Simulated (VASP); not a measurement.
# BeSe (F-43m) in VASP: relaxation of cell and atoms with PBEsol

Aim: the relaxation of cell and atoms of BeSe with PBEsol.

Program: VASP 6.6.1. These are calculated values, not measurements. Logs are shortened: lines on timing, memory, paths and dates and some standing lists are left out, and cuts for length are marked.

## (1) The cell of the first run

The structure is cubic, space group F-43m (No. 216). Conventional cell: a = 5.070 Å, b = 5.070 Å, c = 5.070 Å, α = 90.00°, β = 90.00°, γ = 90.00°. Within 2.9 Å of Be (site symmetry -43m) lie 4 Se at 2.20 Å. Within 2.9 Å of Se (site symmetry -43m) lie 4 Be at 2.20 Å.

## (2) Relaxation of cell and atoms, PBEsol

INCAR reads:

```
SYSTEM = BeSe
ALGO = Normal ; EDIFF = 1E-7
EDIFFG = -0.02 ; ENCUT = 600
GGA = PS ; GGA_COMPAT = .FALSE.
IBRION = 2 ; ISIF = 3
ISMEAR = -1 ; LASPH = .TRUE.
LCHARG = .FALSE. ; LREAL = .FALSE.
LWAVE = .FALSE. ; NELM = 120
NELMIN = 4 ; NSW = 80
PREC = Accurate ; SIGMA = 0.01
```

KPOINTS reads:

```
k-points
0
G
  8 8 8
  0 0 0
```

POSCAR reads:

```
BeSe
1.0
    0.0000000000      2.5350000000      2.5350000000
    2.5350000000      0.0000000000      2.5350000000
    2.5350000000      2.5350000000      0.0000000000
Be Se
1 1
Direct
    0.0000000000      0.0000000000      0.0000000000
    0.2500000000      0.2500000000      0.2500000000
```

Potentials or basis: VASP PAW PBE potentials, release 64 (Be, Se).

On the command line:

```console
cat potpaw_PBE.64/Be/POTCAR potpaw_PBE.64/Se/POTCAR > POTCAR
mpirun -np 1 vasp_std > vasp.out
```

OUTCAR:

```text
SYSTEM = BeSe
   EDIFF = 1E-7
   EDIFFG = -0.02
   ENCUT = 600
   GGA = PS
   IBRION = 2
   ISIF = 3
   ISMEAR = -1
   LASPH = .TRUE.
   LREAL = .FALSE.
   NELM = 120
   NELMIN = 4
   NSW = 80
   PREC = Accurate

 ion  position               nearest neighbor table
   1  0.000  0.000  0.000-   2 2.20   2 2.20   2 2.20   2 2.20
   2  0.250  0.250  0.250-   1 2.20   1 2.20   1 2.20   1 2.20

  LATTYP: Found a face centered cubic cell.
 ALAT       =     5.0700000000

  Lattice vectors:

 A1 = (   0.0000000000,   2.5350000000,   2.5350000000)
 A2 = (   2.5350000000,   0.0000000000,   2.5350000000)
 A3 = (   2.5350000000,   2.5350000000,   0.0000000000)

Analysis of symmetry for initial positions (statically):
=====================================================================
 Subroutine PRICEL returns:
 Original cell was already a primitive cell.

 Routine SETGRP: Setting up the symmetry group for a
 face centered cubic supercell.

 Subroutine GETGRP returns: Found 24 space group operations
 (whereof 24 operations were pure point group operations)
 out of a pool of 48 trial point group operations.

The static configuration has the point symmetry T_d .

Analysis of symmetry for dynamics (positions and initial velocities):
=====================================================================
 Subroutine PRICEL returns:
 Original cell was already a primitive cell.

 Routine SETGRP: Setting up the symmetry group for a
 face centered cubic supercell.

 Subroutine GETGRP returns: Found 24 space group operations
 (whereof 24 operations were pure point group operations)
 out of a pool of 48 trial point group operations.

The dynamic configuration has the point symmetry T_d .

 Subroutine INISYM returns: Found 24 space group operations
 (whereof 24 operations are pure point group operations),
 and found     1 'primitive' translations

----------------------------------------------------------------------------------------

                                     Primitive cell

  volume of cell :      32.5810

  direct lattice vectors                    reciprocal lattice vectors
     0.000000000  2.535000000  2.535000000    -0.197238659  0.197238659  0.197238659
     2.535000000  0.000000000  2.535000000     0.197238659 -0.197238659  0.197238659
     2.535000000  2.535000000  0.000000000     0.197238659  0.197238659 -0.197238659

  length of vectors
     3.585031381  3.585031381  3.585031381     0.341627378  0.341627378  0.341627378

  position of ions in fractional coordinates (direct lattice)
     0.000000000  0.000000000  0.000000000
     0.250000000  0.250000000  0.250000000

  ion indices of the primitive-cell ions
   primitive index   ion index
                 1           1
                 2           2

----------------------------------------------------------------------------------------

 KPOINTS: k-points

Automatic generation of k-mesh.
 Grid dimensions read from file:
 generate k-points for:    8    8    8

 Generating k-lattice:

  Cartesian coordinates                     Fractional coordinates (reciprocal lattice)
    -0.024654832  0.024654832  0.024654832     0.125000000  0.000000000  0.000000000
     0.024654832 -0.024654832  0.024654832     0.000000000  0.125000000  0.000000000
     0.024654832  0.024654832 -0.024654832     0.000000000  0.000000000  0.125000000

  Length of vectors
     0.042703422  0.042703422  0.042703422

  Shift w.r.t. Gamma in fractional coordinates (k-lattice)
     0.000000000  0.000000000  0.000000000

 Subroutine IBZKPT returns following result:
 ===========================================

 Found     29 irreducible k-points:

 Following reciprocal coordinates:
            Coordinates               Weight
  0.000000  0.000000  0.000000      1.000000
  0.125000  0.000000  0.000000      8.000000
  0.250000  0.000000  0.000000      8.000000
  0.375000  0.000000  0.000000      8.000000
  0.500000  0.000000  0.000000      4.000000
  0.125000  0.125000  0.000000      6.000000
[... 16 lines left out ...]
  0.500000  0.250000  0.125000     48.000000
 -0.375000  0.250000  0.125000     24.000000
 [... further k-points ...]
   k-points           NKPTS =     29   k-points in BZ     NKDIM =     29   number of bands    NBANDS=      8
   number of dos      NEDOS =    301   number of ions     NIONS =      2
   total plane-waves  NPLWV =  27000
   dimension x,y,z NGX =    30 NGY =   30 NGZ =   30
   dimension x,y,z NGXF=    60 NGYF=   60 NGZF=   60
   ions per type =               1   1
   NGX,Y,Z   is equivalent  to a cutoff of  13.91, 13.91, 13.91 a.u.
   NGXF,Y,Z  is equivalent  to a cutoff of  27.82, 27.82, 27.82 a.u.
 SYSTEM =  BeSe
   PREC   = accura    normal or accurate (medium, high low for compatibility)
   ISTART =      0    job   : 0-new  1-cont  2-samecut
   ICHARG =      2    charge: 1-file 2-atom 10-const
   ISPIN  =      1    spin polarized calculation?
   LNONCOLLINEAR =      F non collinear calculations
   LSORBIT =      F    spin-orbit coupling
   LASPH  =      T    aspherical Exc in radial PAW
   ENCUT  =  600.0 eV  44.10 Ry    6.64 a.u.   7.16  7.16  7.16*2*pi/ulx,y,z
   NELM   =    120;   NELMIN=  4; NELMDL= -5     # of ELM steps
   EDIFF  = 0.1E-06   stopping-criterion for ELM
   LREAL  =      F    real-space projection
   EDIFFG = -.2E-01   stopping-criterion for IOM
   NSW    =     80    number of steps for IOM
   IBRION =      2    ionic relax: 0-MD 1-quasi-New 2-CG
   NFREE  =      1    steps in history (QN), initial steepest desc. (CG)
   ISIF   =      3    stress and relaxation
   ISYM   =      2    0-nonsym 1-usesym 2-fastsym
   POTIM  = 0.5000    time-step for ionic-motion
   TEBEG  =    0.0;   TEEND  =   0.0 temperature during run
   PSTRESS=    0.0 pullay stress
   NELECT =       8.0000    total number of electrons
   NUPDOWN=      -1.0000    fix difference up-down
   EMIN   =  10.00;   EMAX   =-10.00  energy-range for DOS
   EFERMI =   0.00;   METHOD = LEGACY
   ISMEAR =    -1;   SIGMA  =   0.01  broadening in eV -4-tet -1-fermi 0-gaus
   EFERMI_NEDOS =   21; number of points for ismear=-14 and -15
   IALGO  =     38    algorithm
   IMIX   =      4    mixing-type and parameters
     AMIX     =   0.40;   BMIX     =  1.00
     AMIX_MAG =   1.60;   BMIX_MAG =  1.00
  volume/ion in A,a.u.               =      16.29       109.93
  Fermi-wavevector in a.u.,A,eV,Ry     =   1.025141  1.937235 14.298549  1.050914
  Thomas-Fermi vector in A             =   2.158965
   LORBIT       =      0    0 simple, 1 ext, 2 COOP (PROOUT), +10 PAW based schemes
   GGA     = PS    functional components
   LHFCALC =     F    Hartree Fock is set to
   AEXX    =    0.0000 exact exchange contribution
   IVDW    =     0    specifies the selected vdW correction
   LEPSILON=     F    determine dielectric tensor
   LRPA    =     F    only Hartree local field effects (RPA)
 conjugate gradient relaxation of ions
 non-spin polarized calculation
  energy-cutoff  :      600.00
  volume of cell :       32.58
 maximum number of plane-waves:      1106
 NGX is ok and might be reduce to    30
   NGX = 15   NGY = 15   NGZ = 15

--------------------------------------- Ionic step        1  -------------------------------------------

 number of electron       7.9999999 magnetization

 Free energy of the ion-electron system (eV)
  ---------------------------------------------------
  ext. energy  EPLUGINS =         0.00000000
  ---------------------------------------------------
  free energy    TOTEN  =        -9.43696500 eV

  energy without entropy =       -9.43696500  energy(sigma->0) =       -9.43696500

------------------------ aborting loop because EDIFF is reached ----------------------------------------

  FORCE on cell =-STRESS in cart. coord.  units (eV):
  Direction    XX          YY          ZZ          XY          YZ          ZX
  --------------------------------------------------------------------------------------
  -------------------------------------------------------------------------------------
  Total        0.6681988      0.6681988      0.6681988      0.0000000      0.0000000      0.0000000
  in kB       32.8588500     32.8588500     32.8588500      0.0000000      0.0000000      0.0000000
  external PRESSURE =      32.8588500 kB  Pullay stress =       0.0000000 kB
[... 57 lines left out ...]
  energy  without entropy=       -9.4488526238  energy(sigma->0) =       -9.44885262

--------------------------------------- Ionic step        3  -------------------------------------------

 number of electron       8.0000000 magnetization

 Free energy of the ion-electron system (eV)
  ---------------------------------------------------
  ext. energy  EPLUGINS =         0.00000000
  ---------------------------------------------------
  free energy    TOTEN  =        -9.44961985 eV

  energy without entropy =       -9.44961985  energy(sigma->0) =       -9.44961985

 E-fermi :   3.5856     XC(G=0):  -9.6085

 val. band max:        3.3329117403   @ k =   0.0000   0.0000   0.0000
 cond. band min:       5.7925076503   @ k =   0.5000   0.5000   0.0000
 fundamental gap:      2.4595959099
 Fermi energy:         3.5856103626

 k-point     1 :       0.0000    0.0000    0.0000
  band No.  band energies     occupation
      1     -10.5311      2.00000
      2       3.3329      2.00000
      3       3.3329      2.00000
      4       3.3329      2.00000
      5       7.5946      0.00000
      6       8.3083      0.00000
      7       8.3083      0.00000
      8       8.3083      0.00000
[... 243 lines left out ...]
 k-point    24 :      -0.3750    0.2500    0.1250
  band No.  band energies     occupation
      1      -8.9287      2.00000
      2      -1.9553      2.00000
      3       0.4346      2.00000
      4       1.4324      2.00000
      5       8.7211      0.00000
      6       8.9873      0.00000
      7      11.6495      0.00000
      8      12.9630      0.00000

 [... further k-points ...]

------------------------ aborting loop because EDIFF is reached ----------------------------------------

  FORCE on cell =-STRESS in cart. coord.  units (eV):
  Direction    XX          YY          ZZ          XY          YZ          ZX
  --------------------------------------------------------------------------------------
  -------------------------------------------------------------------------------------
  Total        0.0028156      0.0028156      0.0028156     -0.0000000      0.0000000      0.0000000
  in kB        0.1332526      0.1332526      0.1332526     -0.0000000      0.0000000      0.0000000
  external PRESSURE =       0.1332526 kB  Pullay stress =       0.0000000 kB
[... 17 lines left out ...]
  FREE ENERGIE OF THE ION-ELECTRON SYSTEM (eV)
  ---------------------------------------------------
  free  energy   TOTEN  =        -9.4496198533 eV

  energy  without entropy=       -9.4496198533  energy(sigma->0) =       -9.44961985

 reached required accuracy - stopping structural energy minimisation
```

It took 22 s on 1 thread of Intel Xeon Platinum 8559C (Emerald Rapids), shared host; peak memory 0.18 GiB.

What came out:

```yaml
Free_energy: -9.4496 eV
Relaxed_volume: 16.93 Å³/atom
Relaxed_cell: a = 3.631 Å, b = 3.631 Å, c = 3.631 Å, α = 60.00°, β = 60.00°, γ = 60.00°
Space_group_after_relaxing_to_0.1_Å: F-43m (No. 216)
Energy_gained_by_relaxing: 6.3 meV/atom
Ionic_steps: 3
Pressure_after_relaxing: 0.0 GPa
Band_gap_on_the_k_mesh: 2.46 eV (least direct gap 4.26 eV)
```

The path:
```csv
step,energy change (eV),largest force (eV/Å),pressure (GPa),volume (Å³)
1,0.0000,0.0000,3.29,32.58
2,-0.0119,0.0000,-0.74,34.18
3,-0.0127,0.0000,0.01,33.85
```

Final structure:
```
Be Se
1.0
     0.00000    2.56759    2.56759
     2.56759    0.00000    2.56759
     2.56759    2.56759    0.00000
Be Se
1 1
Direct
  0.00000 0.00000 0.00000
  0.25000 0.25000 0.25000
```

Caveat: the PAW data sets were made with another functional, which shifts forces and pressure a little.
